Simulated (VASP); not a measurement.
A run of VASP 6.6.1:

The input INCAR:

```
SYSTEM = HfC
  PREC = Accurate
  ENCUT = 600
  EDIFF = 1E-7
  ISMEAR = -1
  SIGMA = 0.05
  LREAL = .False.
  LASPH = .True.
  NELM = 80
  ALGO = Normal
  ISIF = 3
  LWAVE = .False.
  LCHARG = .False.
  IBRION = 2
  NSW = 60
  EDIFFG = -0.01
```

The input KPOINTS:

```
regular mesh
0
Gamma
  10 10 10
  0 0 0
```

POSCAR

```
HfC
1.0
    0.0000000000      2.3250000000      2.3250000000
    2.3250000000      0.0000000000      2.3250000000
    2.3250000000      2.3250000000      0.0000000000
Hf C
1 1
Direct
    0.5000000000      0.5000000000      0.5000000000
    0.0000000000      0.0000000000      0.0000000000
```

Potentials or basis: VASP PAW LDA potentials, release 64 (Hf_pv, C).

Command:

```sh
$ cat potpaw_LDA.64/Hf_pv/POTCAR potpaw_LDA.64/C/POTCAR > POTCAR
$ mpirun -np 1 vasp_std > vasp.out
```

Hardware: 1 thread of Intel(R) Xeon(R) 6975P-C (Granite Rapids), on a shared host.

Question: Estimate the wall time of this run.

Answer: Run time: 27 s on 1 thread of Intel(R) Xeon(R) 6975P-C (Granite Rapids) (shared host), peak memory 0.16 GiB. Counts: scf iterations 45, k points 47, ion steps 4.
